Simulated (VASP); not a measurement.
# Sb (R-3m) in VASP: further runs

The runs below take Sb through single point, relaxation of cell and atoms, with LDA.

All numbers are computed with VASP 6.6.1; they aren't measurements. Logs are shortened: lines on timing, memory, paths and dates and some standing lists are left out, and cuts for length are marked.

## Step 1: The cell of the first run

Symmetry: R-3m, No. 166, trigonal system. Conventional cell: a = 4.293 Å, b = 4.293 Å, c = 10.957 Å, α = 90.00°, β = 90.00°, γ = 120.00°. Within 3.8 Å of Sb (site symmetry 3m) lie 6 Sb at 2.91 to 3.27 Å.

## Step 2: Single point, LDA

INCAR reads:

```
  ALGO = Normal
  EDIFF = 1E-7
  ENCUT = 520
  ISIF = 2
  ISMEAR = 0
  LASPH = T
  LCHARG = F
  LREAL = F
  LWAVE = F
  NBANDS = 12
  NELM = 80
  PREC = Accurate
  SIGMA = 0.1
```

KPOINTS reads:

```
k-points
0
Gamma
  16 16 16
```

POSCAR reads:

```
Sb
1.0
    2.1463948547      1.2392216471      3.6521783702
   -2.1463948547      1.2392216471      3.6521783702
    0.0000000000     -2.4784432943      3.6521783702
Sb
2
Direct
    0.2361645538      0.2361645538      0.2361645538
    0.7638354462      0.7638354462      0.7638354462
```

Potentials or basis: VASP PAW LDA potentials, release 64 (Sb).

Command:

```bash
$ cat potpaw_LDA.64/Sb/POTCAR > POTCAR
$ mpirun -np 1 vasp_std > vasp.out
```

OUTCAR:

```text
EDIFF = 1E-7
   ENCUT = 520
   ISIF = 2
   ISMEAR = 0
   LASPH = T
   LREAL = F
   NELM = 80
   PREC = Accurate

 ion  position               nearest neighbor table
   1  0.236  0.236  0.236-   2 2.91   2 2.91   2 2.91   2 3.27   2 3.27   2 3.27
   2  0.764  0.764  0.764-   1 2.91   1 2.91   1 2.91   1 3.27   1 3.27   1 3.27

  LATTYP: Found a trigonal (rhomboedric) cell.
 ALAT       =     4.4137385526
 COS(alpha) =     0.5270273539

  Lattice vectors:

 A1 = (   2.1463948547,   1.2392216471,   3.6521783702)
 A2 = (  -2.1463948547,   1.2392216471,   3.6521783702)
 A3 = (   0.0000000000,  -2.4784432943,   3.6521783702)

Analysis of symmetry for initial positions (statically):
=====================================================================
 Subroutine PRICEL returns:
 Original cell was already a primitive cell.

 Routine SETGRP: Setting up the symmetry group for a
 trigonal (rhombohedral) supercell.

 Subroutine GETGRP returns: Found 12 space group operations
 (whereof 12 operations were pure point group operations)
 out of a pool of 12 trial point group operations.

The static configuration has the point symmetry D_3d.

Analysis of symmetry for dynamics (positions and initial velocities):
=====================================================================
 Subroutine PRICEL returns:
 Original cell was already a primitive cell.

 Routine SETGRP: Setting up the symmetry group for a
 trigonal (rhombohedral) supercell.

 Subroutine GETGRP returns: Found 12 space group operations
 (whereof 12 operations were pure point group operations)
 out of a pool of 12 trial point group operations.

The dynamic configuration has the point symmetry D_3d.

 Subroutine INISYM returns: Found 12 space group operations
 (whereof 12 operations are pure point group operations),
 and found     1 'primitive' translations

----------------------------------------------------------------------------------------

                                     Primitive cell

  volume of cell :      58.2857

  direct lattice vectors                    reciprocal lattice vectors
     2.146394855  1.239221647  3.652178370     0.232948751  0.134493024  0.091269730
    -2.146394855  1.239221647  3.652178370    -0.232948751  0.134493024  0.091269730
     0.000000000 -2.478443294  3.652178370     0.000000000 -0.268986048  0.091269730

  length of vectors
     4.413738553  4.413738553  4.413738553     0.284048689  0.284048689  0.284048689

  position of ions in fractional coordinates (direct lattice)
     0.236164554  0.236164554  0.236164554
     0.763835446  0.763835446  0.763835446

  ion indices of the primitive-cell ions
   primitive index   ion index
                 1           1
                 2           2

----------------------------------------------------------------------------------------

 KPOINTS: k-points

Automatic generation of k-mesh.
 Grid dimensions read from file:
 generate k-points for:   16   16   16

 Generating k-lattice:

  Cartesian coordinates                     Fractional coordinates (reciprocal lattice)
     0.014559297  0.008405814  0.005704358     0.062500000  0.000000000  0.000000000
    -0.014559297  0.008405814  0.005704358     0.000000000  0.062500000  0.000000000
     0.000000000 -0.016811628  0.005704358     0.000000000  0.000000000  0.062500000

  Length of vectors
     0.017753043  0.017753043  0.017753043

  Shift w.r.t. Gamma in fractional coordinates (k-lattice)
     0.000000000  0.000000000  0.000000000

 Subroutine IBZKPT returns following result:
 ===========================================

 Found    417 irreducible k-points:

 Following reciprocal coordinates:
            Coordinates               Weight
  0.000000  0.000000  0.000000      1.000000
  0.062500 -0.000000 -0.000000      6.000000
  0.125000 -0.000000 -0.000000      6.000000
  0.187500 -0.000000 -0.000000      6.000000
  0.250000 -0.000000 -0.000000      6.000000
  0.312500 -0.000000  0.000000      6.000000
[... 16 lines left out ...]
 -0.125000  0.062500  0.000000     12.000000
 -0.062500  0.062500  0.000000      6.000000
 [... further k-points ...]
   k-points           NKPTS =    417   k-points in BZ     NKDIM =    417   number of bands    NBANDS=     12
   number of dos      NEDOS =    301   number of ions     NIONS =      2
   total plane-waves  NPLWV =  46656
   dimension x,y,z NGX =    36 NGY =   36 NGZ =   36
   dimension x,y,z NGXF=    72 NGYF=   72 NGZF=   72
   ions per type =               2
   NGX,Y,Z   is equivalent  to a cutoff of  13.56, 13.56, 13.56 a.u.
   NGXF,Y,Z  is equivalent  to a cutoff of  27.12, 27.12, 27.12 a.u.
 SYSTEM =  unknown system
   PREC   = accura    normal or accurate (medium, high low for compatibility)
   ISTART =      0    job   : 0-new  1-cont  2-samecut
   ICHARG =      2    charge: 1-file 2-atom 10-const
   ISPIN  =      1    spin polarized calculation?
   LNONCOLLINEAR =      F non collinear calculations
   LSORBIT =      F    spin-orbit coupling
   LASPH  =      T    aspherical Exc in radial PAW
   ENCUT  =  520.0 eV  38.22 Ry    6.18 a.u.   8.21  8.21  8.21*2*pi/ulx,y,z
   NELM   =     80;   NELMIN=  2; NELMDL= -5     # of ELM steps
   EDIFF  = 0.1E-06   stopping-criterion for ELM
   LREAL  =      F    real-space projection
   EDIFFG = 0.1E-05   stopping-criterion for IOM
   NSW    =      0    number of steps for IOM
   IBRION =     -1    ionic relax: 0-MD 1-quasi-New 2-CG
   NFREE  =      0    steps in history (QN), initial steepest desc. (CG)
   ISIF   =      2    stress and relaxation
   ISYM   =      2    0-nonsym 1-usesym 2-fastsym
   POTIM  = 0.5000    time-step for ionic-motion
   TEBEG  =    0.0;   TEEND  =   0.0 temperature during run
   PSTRESS=    0.0 pullay stress
   NELECT =      10.0000    total number of electrons
   NUPDOWN=      -1.0000    fix difference up-down
   EMIN   =  10.00;   EMAX   =-10.00  energy-range for DOS
   EFERMI =   0.00;   METHOD = LEGACY
   ISMEAR =     0;   SIGMA  =   0.10  broadening in eV -4-tet -1-fermi 0-gaus
   EFERMI_NEDOS =   21; number of points for ismear=-14 and -15
   IALGO  =     38    algorithm
   IMIX   =      4    mixing-type and parameters
     AMIX     =   0.40;   BMIX     =  1.00
     AMIX_MAG =   1.60;   BMIX_MAG =  1.00
  volume/ion in A,a.u.               =      29.14       196.67
  Fermi-wavevector in a.u.,A,eV,Ry     =   0.909678  1.719042 11.259005  0.827514
  Thomas-Fermi vector in A             =   2.033750
   LORBIT       =      0    0 simple, 1 ext, 2 COOP (PROOUT), +10 PAW based schemes
   GGA     = CA    functional components
   LHFCALC =     F    Hartree Fock is set to
   AEXX    =    0.0000 exact exchange contribution
   IVDW    =     0    specifies the selected vdW correction
   LEPSILON=     F    determine dielectric tensor
   LRPA    =     F    only Hartree local field effects (RPA)
 non-spin polarized calculation
 Gauss-broadening in eV      SIGMA  =   0.10
  energy-cutoff  :      520.00
  volume of cell :       58.29
 maximum number of plane-waves:      1586
 NGX is ok and might be reduce to    36
   NGX = 17   NGY = 17   NGZ = 17

 number of electron      10.0000000 magnetization

 Free energy of the ion-electron system (eV)
  ---------------------------------------------------
  ext. energy  EPLUGINS =         0.00000000
  ---------------------------------------------------
  free energy    TOTEN  =        -9.62682734 eV

  energy without entropy =       -9.62585417  energy(sigma->0) =       -9.62634075

 E-fermi :   7.5178     XC(G=0):  -9.8762

 val. band max:        7.4802734701   @ k =   0.5000   0.5000   0.5000
 cond. band min:       7.5616290413   @ k =   0.3750   0.2500   0.2500
 fundamental gap:      0.0813555712
 Fermi energy:         7.5178385722

 k-point     1 :       0.0000    0.0000    0.0000
  band No.  band energies     occupation
      1      -5.3742      2.00000
      2       2.8904      2.00000
      3       5.5508      2.00000
      4       5.6957      2.00000
      5       5.6957      2.00000
      6       9.9026      0.00000
      7      10.3959      0.00000
      8      10.3959      0.00000
      9      12.4832      0.00000
     10      12.4832      0.00000
     11      12.6559      0.00000
     12      14.0778      0.00000

 k-point     2 :       0.0625   -0.0000   -0.0000
  band No.  band energies     occupation
      1      -5.3300      2.00000
      2       2.6541      2.00000
      3       5.5689      2.00000
      4       5.6908      2.00000
      5       5.8145      2.00000
      6       9.8533      0.00000
      7      10.2642      0.00000
      8      10.2656      0.00000
      9      12.2935      0.00000
     10      12.4910      0.00000
     11      12.5598      0.00000
     12      14.4252      0.00000

 k-point     3 :       0.1250   -0.0000   -0.0000
  band No.  band energies     occupation
      1      -5.1975      2.00000
      2       2.0712      2.00000
      3       5.5841      2.00000
      4       5.6798      2.00000
      5       6.0934      2.00000
      6       9.6610      0.00000
      7       9.9084      0.00000
      8       9.9279      0.00000
      9      12.0559      0.00000
     10      12.5303      0.00000
     11      12.6260      0.00000
     12      15.1779      0.00000
[... 286 lines left out ...]
 k-point    23 :      -0.1250    0.0625    0.0000
  band No.  band energies     occupation
      1      -5.0916      2.00000
      2       1.7346      2.00000
      3       5.2401      2.00000
      4       5.8675      2.00000
      5       6.3544      2.00000
      6       9.2500      0.00000
      7       9.3387      0.00000
      8      10.3545      0.00000
      9      11.8570      0.00000
     10      12.6176      0.00000
     11      13.0790      0.00000
     12      15.0568      0.00000

 k-point    24 :      -0.0625    0.0625    0.0000
  band No.  band energies     occupation
      1      -5.2547      2.00000
      2       2.3296      2.00000
      3       5.4164      2.00000
      4       5.7419      2.00000
      5       6.0622      2.00000
      6       9.6628      0.00000
      7       9.8490      0.00000
      8      10.3870      0.00000
      9      12.0136      0.00000
     10      12.5328      0.00000
     11      12.7166      0.00000
     12      14.6206      0.00000

 [... further k-points ...]

------------------------ aborting loop because EDIFF is reached ----------------------------------------

  FORCE on cell =-STRESS in cart. coord.  units (eV):
  Direction    XX          YY          ZZ          XY          YZ          ZX
  --------------------------------------------------------------------------------------
  -------------------------------------------------------------------------------------
  Total        0.1191167      0.1191167      0.0844525      0.0000000     -0.0000000      0.0000000
  in kB        3.2743209      3.2743209      2.3214597      0.0000000     -0.0000000      0.0000000
  external PRESSURE =       2.9567005 kB  Pullay stress =       0.0000000 kB

 VOLUME and BASIS-vectors are now :
 -----------------------------------------------------------------------------
  energy-cutoff  :      520.00
  volume of cell :       58.29
      direct lattice vectors                 reciprocal lattice vectors
     2.146394855  1.239221647  3.652178370     0.232948751  0.134493024  0.091269730
    -2.146394855  1.239221647  3.652178370    -0.232948751  0.134493024  0.091269730
     0.000000000 -2.478443294  3.652178370     0.000000000 -0.268986048  0.091269730

 POSITION                                       TOTAL-FORCE (eV/Angst)
 -----------------------------------------------------------------------------------
      0.00000     -0.00000      2.58755         0.000000     -0.000000      0.063352
      0.00000     -0.00000      8.36899         0.000000      0.000000     -0.063352
 -----------------------------------------------------------------------------------
    total drift:                                0.000000      0.000000      0.000000

  FREE ENERGIE OF THE ION-ELECTRON SYSTEM (eV)
  ---------------------------------------------------
  free  energy   TOTEN  =        -9.6268273377 eV

  energy  without entropy=       -9.6258541678  energy(sigma->0) =       -9.62634075
```

It took 4.1 min on 1 thread of Intel Xeon 6975P-C, shared host; peak memory 0.36 GiB.

Results:

```yaml
Free_energy: -9.6268 eV
Pressure: 0.3 GPa
Largest_force: 0.063 eV/Å
Band_gap_on_the_k_mesh: zero (band 5 reaches 7.61 eV, above the bottom of band 6 at 7.37 eV)
```

Forces in eV/Å, atoms in the order of the input:
```
Sb   0.000  0.000  0.063
Sb   0.000  0.000 -0.063
```

Stress tensor (GPa, compression positive):
```
0.33 0.00 0.00
0.00 0.33 0.00
0.00 0.00 0.23
```

Levels at points of the mesh, in eV from the Fermi level:
| k point | band 1 | band 2 | band 3 | band 4 | band 5 | band 6 | band 7 | band 8 | band 9 | band 10 |
| --- | --- | --- | --- | --- | --- | --- | --- | --- | --- | --- |
| (0.00, 0.00, 0.00) | -12.89 | -4.63 | -1.97 | -1.82 | -1.82 | 2.38 | 2.88 | 2.88 | 4.97 | 4.97 |
| (0.50, 0.00, 0.00) | -10.42 | -9.80 | -1.75 | -1.57 | -0.28 | -0.14 | 0.26 | 0.31 | 7.91 | 8.56 |
| (0.50, 0.50, 0.00) | -10.41 | -7.91 | -5.65 | -3.81 | -3.77 | 1.60 | 5.17 | 5.57 | 7.28 | 8.73 |
| (0.50, 0.50, 0.50) | -11.10 | -9.22 | -1.24 | -1.24 | -0.44 | -0.04 | -0.04 | 1.01 | 7.36 | 8.80 |

Caveat: spin-orbit coupling is left out, which moves the levels of the heavy elements.

## Step 3: Relaxation of cell and atoms, LDA

This run uses another cell than the first one, of 30.21 Å³/atom, 1.036 times its volume.

INCAR reads:

```
  PREC = Accurate
  ENCUT = 600
  EDIFF = 1E-7
  ISMEAR = 0
  SIGMA = 0.1
  LREAL = False
  LASPH = True
  NELM = 80
  ALGO = Normal
  ISIF = 3
  LWAVE = False
  LCHARG = False
  GGA = CA
  IBRION = 2
  NSW = 80
  EDIFFG = -0.001
```

KPOINTS reads:

```
Automatic mesh
0
Gamma
  16 16 16
```

POSCAR reads:

```
Sb
1.0
    2.1542000000      1.2437279499      3.7580000000
   -2.1542000000      1.2437279499      3.7580000000
    0.0000000000     -2.4874558998      3.7580000000
Sb
2
Direct
    0.2334900000      0.2334900000      0.2334900000
    0.7665100000      0.7665100000      0.7665100000
```

Potentials or basis: VASP PAW LDA potentials, release 64 (Sb).

Command:

```bash
$ cat potpaw_LDA.64/Sb/POTCAR > POTCAR
$ mpirun -np 1 vasp_std > vasp.out
```

It took 24 min on 1 thread of Intel Xeon 6975P-C, shared host; peak memory 0.4 GiB.

It converged, with:

```
Free energy                            : -9.6275 eV
Relaxed volume                         : 29.18 Å³/atom
Relaxed cell                           : a = 4.410 Å, b = 4.410 Å, c = 4.410 Å, α = 58.37°, β = 58.37°, γ = 58.37°
Space group after relaxing (to 0.05 Å) : R-3m (No. 166)
Energy gained by relaxing              : 6.2 meV/atom
Ionic steps                            : 15
Pressure after relaxing                : 0.0 GPa
Band gap on the k mesh                 : zero (band 5 reaches 7.58 eV, above the bottom of band 6 at 7.36 eV)
```

The path:
| step | energy change (eV) | largest force (eV/Å) | pressure (GPa) | volume (Å³) |
| --- | --- | --- | --- | --- |
| 1 | 0.0000 | 0.1282 | -0.90 | 60.41 |
| 2 | -0.0051 | 0.2029 | 0.37 | 58.95 |
| 3 | -0.0051 | 0.2014 | 0.35 | 58.98 |
| 4 | -0.0097 | 0.1075 | 0.23 | 58.68 |
| 5 | -0.0122 | 0.0145 | 0.12 | 58.24 |
| 6 | -0.0122 | 0.0108 | 0.12 | 58.25 |
| 7 | -0.0123 | 0.0144 | -0.13 | 58.51 |
| 8 | -0.0123 | 0.0137 | -0.08 | 58.46 |
| 9 | -0.0124 | 0.0064 | 0.00 | 58.39 |
| 10 | -0.0124 | 0.0053 | 0.00 | 58.40 |
| 11 | -0.0124 | 0.0049 | 0.00 | 58.40 |
| 12 | -0.0124 | 0.0033 | -0.01 | 58.40 |
| 13 | -0.0124 | 0.0001 | -0.02 | 58.39 |
| 14 | -0.0124 | 0.0011 | 0.01 | 58.35 |
| 15 | -0.0124 | 0.0006 | 0.00 | 58.37 |

Final structure:
```xyz
2
Lattice="2.1502 1.2414 3.6444 -2.1502 1.2414 3.6444 0.0000 -2.4828 3.6444" Properties=species:S:1:pos:R:3 pbc="T T T"
Sb    0.0000    0.0000    2.5892
Sb    0.0000    0.0000    8.3440
```

Levels at points of the mesh, in eV from the Fermi level:
```tsv
k point	band 3	band 4	band 5	band 6	band 7	band 8
(0.00, 0.00, 0.00)	-1.94	-1.80	-1.80	2.46	2.91	2.91
(0.50, 0.00, 0.00)	-1.68	-1.50	-0.28	-0.12	0.27	0.27
(0.50, 0.50, 0.00)	-5.65	-3.79	-3.75	1.65	5.18	5.54
(0.50, 0.50, 0.50)	-1.20	-1.20	-0.41	-0.06	-0.06	0.97
```

Caveat: spin-orbit coupling is left out, which moves the levels of the heavy elements. Zero-point motion and thermal expansion aren't in these numbers.
